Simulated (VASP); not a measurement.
# HC7 in VASP: single point with PBE+D3(BJ)

Aim: the single point of HC7 with PBE+D3(BJ).

All numbers are computed with VASP 6.6.1; they aren't measurements. Logs are shortened: lines on timing, memory, paths and dates and some standing lists are left out, and cuts for length are marked.

### Step 1. The cell of the first run

The cell holds a slab with vacuum, 8 atoms: a = 2.465 Å, b = 2.465 Å, c = 26.841 Å, α = 90.00°, β = 90.00°, γ = 120.00°.

### Step 2. Single point, PBE+D3(BJ)

File INCAR:

```
PREC = Accurate
ENCUT = 520
EDIFF = 1E-6
ISMEAR = 0
SIGMA = 0.1
LREAL = False
LASPH = True
NELM = 60
ALGO = Normal
ISIF = 2
LWAVE = False
LCHARG = False
LDIPOL = True
IDIPOL = 3
DIPOL = 0.5 0.5 0.509
GGA = PE
IVDW = 12
NBANDS = 24
```

File KPOINTS:

```
Automatic mesh
0
Gamma
  12 12 1
```

File POSCAR:

```
HC7
1.0
    2.4649634470      0.0000000000      0.0000000000
   -1.2324817235      2.1347209645      0.0000000000
    0.0000000000      0.0000000000     26.8405390229
C H
7 1
Direct
    0.0000000000      0.0000000000      0.3166851511
    0.3333333333      0.6666666667      0.3166851453
    0.0000000000      0.0000000000      0.4418334295
    0.6666666667      0.3333333333      0.4418329704
    0.0000000000      0.0000000000      0.5677707289
    0.3333333333      0.6666666667      0.5677179354
    0.0000000000      0.0000000000      0.6874901441
    0.0000000000      0.0000000000      0.7292990665
```

Potentials or basis: VASP PAW PBE potentials, release 64 (C, H).

The run is started by

```bash
> cat potpaw_PBE.64/C/POTCAR potpaw_PBE.64/H/POTCAR > POTCAR
> mpirun -np 1 vasp_std > vasp.out
```

OUTCAR:

```text
PREC = Accurate
   ENCUT = 520
   EDIFF = 1E-6
   ISMEAR = 0
   LREAL = False
   LASPH = True
   NELM = 60
   ISIF = 2
   GGA = PE
   IVDW = 12
 IVDW          = 12

 ion  position               nearest neighbor table
   1  0.000  0.000  0.317-   2 1.42   2 1.42   2 1.42
   2  0.333  0.667  0.317-   1 1.42   1 1.42   1 1.42
   3  0.000  0.000  0.442-   4 1.42   4 1.42   4 1.42
   4  0.667  0.333  0.442-   3 1.42   3 1.42   3 1.42
   5  0.000  0.000  0.568-   6 1.42   6 1.42   6 1.42
   6  0.333  0.667  0.568-   5 1.42   5 1.42   5 1.42
   7  0.000  0.000  0.687-   8 1.12
   8  0.000  0.000  0.729-   7 1.12

  LATTYP: Found a hexagonal cell.
 ALAT       =     2.4649634470
 C/A-ratio  =    10.8888182726

  Lattice vectors:

 A1 = (   2.4649634470,   0.0000000000,   0.0000000000)
 A2 = (  -1.2324817235,   2.1347209645,   0.0000000000)
 A3 = (   0.0000000000,   0.0000000000,  26.8405390229)

Analysis of symmetry for initial positions (statically):
=====================================================================
 Subroutine PRICEL returns:
 Original cell was already a primitive cell.

 Routine SETGRP: Setting up the symmetry group for a
 hexagonal supercell.

 Subroutine GETGRP returns: Found  6 space group operations
 (whereof  6 operations were pure point group operations)
 out of a pool of 24 trial point group operations.

The static configuration has the point symmetry C_3v.

Analysis of symmetry for dynamics (positions and initial velocities):
=====================================================================
 Subroutine PRICEL returns:
 Original cell was already a primitive cell.

 Routine SETGRP: Setting up the symmetry group for a
 hexagonal supercell.

 Subroutine GETGRP returns: Found  6 space group operations
 (whereof  6 operations were pure point group operations)
 out of a pool of 24 trial point group operations.

The dynamic configuration has the point symmetry C_3v.

 Subroutine INISYM returns: Found  6 space group operations
 (whereof  6 operations are pure point group operations),
 and found     1 'primitive' translations

----------------------------------------------------------------------------------------

                                     Primitive cell

  volume of cell :     141.2352

  direct lattice vectors                    reciprocal lattice vectors
     2.464963447  0.000000000  0.000000000     0.405685529  0.234222649  0.000000000
    -1.232481724  2.134720965  0.000000000     0.000000000  0.468445299  0.000000000
     0.000000000  0.000000000 26.840539023     0.000000000  0.000000000  0.037257076

  length of vectors
     2.464963447  2.464963447 26.840539023     0.468445299  0.468445299  0.037257076

  position of ions in fractional coordinates (direct lattice)
     0.000000000  0.000000000  0.316685151
     0.333333333  0.666666667  0.316685145
     0.000000000  0.000000000  0.441833430
     0.666666667  0.333333333  0.441832970
     0.000000000  0.000000000  0.567770729
     0.333333333  0.666666667  0.567717935
     0.000000000  0.000000000  0.687490144
     0.000000000  0.000000000  0.729299066

  ion indices of the primitive-cell ions
   primitive index   ion index
                 1           1
                 2           2
                 3           3
                 4           4
                 5           5
                 6           6
                 7           7
                 8           8

----------------------------------------------------------------------------------------

 KPOINTS: Automatic mesh

Automatic generation of k-mesh.
 Grid dimensions read from file:
 generate k-points for:   12   12    1

 Generating k-lattice:

  Cartesian coordinates                     Fractional coordinates (reciprocal lattice)
     0.033807127  0.019518554  0.000000000     0.083333333  0.000000000  0.000000000
     0.000000000  0.039037108  0.000000000     0.000000000  0.083333333  0.000000000
     0.000000000  0.000000000  0.037257076     0.000000000  0.000000000  1.000000000

  Length of vectors
     0.039037108  0.039037108  0.037257076

  Shift w.r.t. Gamma in fractional coordinates (k-lattice)
     0.000000000  0.000000000  0.000000000

 Subroutine IBZKPT returns following result:
 ===========================================

 Found     19 irreducible k-points:

 Following reciprocal coordinates:
            Coordinates               Weight
  0.000000  0.000000  0.000000      1.000000
  0.083333  0.000000  0.000000      6.000000
  0.166667  0.000000  0.000000      6.000000
  0.250000  0.000000  0.000000      6.000000
  0.333333 -0.000000  0.000000      6.000000
  0.416667  0.000000  0.000000      6.000000
[... 11 lines left out ...]
  0.333333  0.250000  0.000000     12.000000
  0.333333  0.333333  0.000000      2.000000
   k-points           NKPTS =     19   k-points in BZ     NKDIM =     19   number of bands    NBANDS=     24
   number of dos      NEDOS =    301   number of ions     NIONS =      8
   total plane-waves  NPLWV =  64800
   dimension x,y,z NGX =    18 NGY =   18 NGZ =  200
   dimension x,y,z NGXF=    36 NGYF=   36 NGZF=  400
   ions per type =               7   1
   NGX,Y,Z   is equivalent  to a cutoff of  12.14, 12.14, 12.39 a.u.
   NGXF,Y,Z  is equivalent  to a cutoff of  24.28, 24.28, 24.78 a.u.
 SYSTEM =  unknown system
   PREC   = accura    normal or accurate (medium, high low for compatibility)
   ISTART =      0    job   : 0-new  1-cont  2-samecut
   ICHARG =      2    charge: 1-file 2-atom 10-const
   ISPIN  =      1    spin polarized calculation?
   LNONCOLLINEAR =      F non collinear calculations
   LSORBIT =      F    spin-orbit coupling
   LASPH  =      T    aspherical Exc in radial PAW
   ENCUT  =  520.0 eV  38.22 Ry    6.18 a.u.   4.58  4.58 49.91*2*pi/ulx,y,z
   NELM   =     60;   NELMIN=  2; NELMDL= -5     # of ELM steps
   EDIFF  = 0.1E-05   stopping-criterion for ELM
   LREAL  =      F    real-space projection
   EDIFFG = 0.1E-04   stopping-criterion for IOM
   NSW    =      0    number of steps for IOM
   IBRION =     -1    ionic relax: 0-MD 1-quasi-New 2-CG
   NFREE  =      0    steps in history (QN), initial steepest desc. (CG)
   ISIF   =      2    stress and relaxation
   ISYM   =      2    0-nonsym 1-usesym 2-fastsym
   POTIM  = 0.5000    time-step for ionic-motion
   TEBEG  =    0.0;   TEEND  =   0.0 temperature during run
   PSTRESS=    0.0 pullay stress
   NELECT =      29.0000    total number of electrons
   NUPDOWN=      -1.0000    fix difference up-down
   EMIN   =  10.00;   EMAX   =-10.00  energy-range for DOS
   EFERMI =   0.00;   METHOD = LEGACY
   ISMEAR =     0;   SIGMA  =   0.10  broadening in eV -4-tet -1-fermi 0-gaus
   EFERMI_NEDOS =   21; number of points for ismear=-14 and -15
   IALGO  =     38    algorithm
   IMIX   =      4    mixing-type and parameters
     AMIX     =   0.40;   BMIX     =  1.00
     AMIX_MAG =   1.60;   BMIX_MAG =  1.00
  volume/ion in A,a.u.               =      17.65       119.14
  Fermi-wavevector in a.u.,A,eV,Ry     =   0.965813  1.825123 12.691453  0.932795
  Thomas-Fermi vector in A             =   2.095562
   LORBIT       =      0    0 simple, 1 ext, 2 COOP (PROOUT), +10 PAW based schemes
   GGA     = PE    functional components
   LHFCALC =     F    Hartree Fock is set to
   AEXX    =    0.0000 exact exchange contribution
   IVDW    =    12    specifies the selected vdW correction
   LEPSILON=     F    determine dielectric tensor
   LRPA    =     F    only Hartree local field effects (RPA)
 non-spin polarized calculation
 Gauss-broadening in eV      SIGMA  =   0.10
  energy-cutoff  :      520.00
  volume of cell :      141.24
 maximum number of plane-waves:      3848
   NGX =  9   NGY =  9   NGZ = 99

 dipolmoment           0.000000      0.000000      0.354537 electrons x Angstroem

 number of electron      28.9999993 magnetization

 dipolmoment           0.000000      0.000000     -0.005115 electrons x Angstroem

 Free energy of the ion-electron system (eV)
  ---------------------------------------------------
  ext. energy  EPLUGINS =         0.00000000
  ---------------------------------------------------
  free energy    TOTEN  =       -63.54393811 eV

  energy without entropy =      -63.53845562  energy(sigma->0) =      -63.54119687

 E-fermi :  -0.4854     XC(G=0):  -5.4178

 val. band max:       -0.5000991908   @ k =   0.3333  -0.0000   0.0000
 cond. band min:      -0.4532550675   @ k =   0.3333   0.3333   0.0000
 fundamental gap:      0.0468441233
 Fermi energy:        -0.4853752975

 k-point     1 :       0.0000    0.0000    0.0000
  band No.  band energies     occupation
      1     -20.0042      2.00000
      2     -19.8077      2.00000
      3     -19.0152      2.00000
      4     -13.5007      2.00000
      5      -8.5264      2.00000
      6      -7.6878      2.00000
[... 16 lines left out ...]
     23       7.0495      0.00000
     24       7.8773      0.00000

 k-point     2 :       0.0833    0.0000    0.0000
  band No.  band energies     occupation
      1     -19.8394      2.00000
      2     -19.6440      2.00000
      3     -18.8513      2.00000
      4     -13.3355      2.00000
      5      -8.3272      2.00000
      6      -7.4932      2.00000
[... 16 lines left out ...]
     23       7.2517      0.00000
     24       7.9471      0.00000

 k-point     3 :       0.1667    0.0000    0.0000
  band No.  band energies     occupation
      1     -19.3468      2.00000
      2     -19.1545      2.00000
      3     -18.3611      2.00000
      4     -12.8485      2.00000
      5      -7.7343      2.00000
      6      -6.9148      2.00000
[... 16 lines left out ...]
     23       7.7619      0.00000
     24       7.9656      0.00000

 k-point     4 :       0.2500    0.0000    0.0000
  band No.  band energies     occupation
      1     -18.5324      2.00000
      2     -18.3451      2.00000
      3     -17.5506      2.00000
      4     -12.0723      2.00000
      5      -7.8756      2.00000
      6      -7.7339      2.00000
[... 16 lines left out ...]
     23       7.0728      0.00000
     24       7.5810      0.00000

 k-point     5 :       0.3333   -0.0000    0.0000
  band No.  band energies     occupation
      1     -17.4085      2.00000
      2     -17.2278      2.00000
      3     -16.4320      2.00000
      4     -11.0878      2.00000
      5     -10.0838      2.00000
      6      -9.9355      2.00000
[... 16 lines left out ...]
     23       7.3981      0.00000
     24       7.5135      0.00000

 k-point     6 :       0.4167    0.0000    0.0000
  band No.  band energies     occupation
      1     -16.0065      2.00000
      2     -15.8344      2.00000
      3     -15.0367      2.00000
      4     -12.1888      2.00000
      5     -12.0338      2.00000
      6     -11.2328      2.00000
[... 16 lines left out ...]
     23       7.9860      0.00000
     24       8.6498      0.00000
[... 244 lines left out ...]
 k-point    16 :       0.4167    0.1667    0.0000
  band No.  band energies     occupation
      1     -14.3070      2.00000
      2     -14.1644      2.00000
      3     -13.3634      2.00000
      4     -13.2845      2.00000
      5     -13.1395      2.00000
      6     -12.3390      2.00000
[... 16 lines left out ...]
     23       9.6757      0.00000
     24      10.4469      0.00000

 k-point    17 :       0.2500    0.2500    0.0000
  band No.  band energies     occupation
      1     -15.7024      2.00000
      2     -15.5317      2.00000
      3     -14.7338      2.00000
      4     -10.9765      2.00000
      5     -10.8381      2.00000
      6     -10.0337      2.00000
[... 16 lines left out ...]
     23      10.0466      0.00000
     24      10.6565      0.00000

 k-point    18 :       0.3333    0.2500    0.0000
  band No.  band energies     occupation
      1     -14.2729      2.00000
      2     -14.1136      2.00000
      3     -13.3131      2.00000
      4     -12.4024      2.00000
      5     -12.2562      2.00000
      6     -11.4525      2.00000
[... 16 lines left out ...]
     23      10.7243      0.00000
     24      11.0895      0.00000

 k-point    19 :       0.3333    0.3333    0.0000
  band No.  band energies     occupation
      1     -13.0559      2.00000
      2     -13.0407      2.00000
      3     -12.9068      2.00000
      4     -12.8944      2.00000
      5     -12.0979      2.00000
      6     -12.0964      2.00000
[... 16 lines left out ...]
     23      10.8679      0.00000
     24      11.3970      0.00000

------------------------ aborting loop because EDIFF is reached ----------------------------------------

 vacuum level on the upper side and lower side of the slab       (xc-potential included)        -0.340        -0.128

 Edisp (eV)   -1.02160

 E8    (eV) :    -0.2932

  FORCE on cell =-STRESS in cart. coord.  units (eV):
  Direction    XX          YY          ZZ          XY          YZ          ZX
  --------------------------------------------------------------------------------------
  -------------------------------------------------------------------------------------
  Total      -2.65124    -2.65124    -0.00189     0.00000     0.00000     0.00000
  in kB     -30.07577   -30.07577    -0.02149     0.00000     0.00000     0.00000
  external pressure =      -20.06 kB  Pullay stress =        0.00 kB

 VOLUME and BASIS-vectors are now :
 -----------------------------------------------------------------------------
  energy-cutoff  :      520.00
  volume of cell :      141.24
      direct lattice vectors                 reciprocal lattice vectors
     2.464963447  0.000000000  0.000000000     0.405685529  0.234222649  0.000000000
    -1.232481724  2.134720965  0.000000000     0.000000000  0.468445299  0.000000000
     0.000000000  0.000000000 26.840539023     0.000000000  0.000000000  0.037257076

 POSITION                                       TOTAL-FORCE (eV/Angst)
 -----------------------------------------------------------------------------------
      0.00000      0.00000      8.50000        -0.000000      0.000000      0.011659
     -0.00000      1.42315      8.50000         0.000000     -0.000000     -0.016647
      0.00000      0.00000     11.85905        -0.000000      0.000000      0.003415
      1.23248      0.71157     11.85904         0.000000      0.000000      0.001598
      0.00000      0.00000     15.23927         0.000000      0.000000      0.012178
     -0.00000      1.42315     15.23786        -0.000000      0.000000     -0.007108
      0.00000      0.00000     18.45261         0.000000      0.000000     -0.050869
      0.00000      0.00000     19.57478         0.000000     -0.000000      0.045774
 -----------------------------------------------------------------------------------
    total drift:                               -0.000000     -0.000000     -0.000135

  FREE ENERGIE OF THE ION-ELECTRON SYSTEM (eV)
  ---------------------------------------------------
  free  energy   TOTEN  =       -64.5655383789 eV

  energy  without entropy=      -64.5600558869  energy(sigma->0) =      -64.56279713

 vacuum level on the upper side and lower side of the slab         3.460         3.698
```

Run time: 1.8 min. Hardware: 1 thread of Intel Xeon Platinum 8488C (Sapphire Rapids), shared host; peak memory 0.27 GiB.

What came out:

| Item | Value |
| --- | --- |
| Free energy | -64.5655 eV |
| Largest force | 0.051 eV/Å |
| Dispersion energy per atom | -0.128 eV |

Forces in eV/Å, atoms in the order of the input:
```
C    0.000  0.000  0.012
C    0.000  0.000 -0.017
C    0.000  0.000  0.003
C    0.000  0.000  0.002
C    0.000  0.000  0.012
C    0.000  0.000 -0.007
C    0.000  0.000 -0.051
H    0.000  0.000  0.046
```

Levels at points of the mesh, in eV from the Fermi level:
| k point | band 12 | band 13 | band 14 | band 15 | band 16 | band 17 |
| --- | --- | --- | --- | --- | --- | --- |
| (0.00, 0.00, 0.00) | -2.86 | -2.06 | -2.06 | 3.02 | 3.63 | 4.38 |
| (0.50, 0.00, 0.00) | -2.47 | -2.11 | -1.51 | -0.75 | 1.65 | 2.00 |
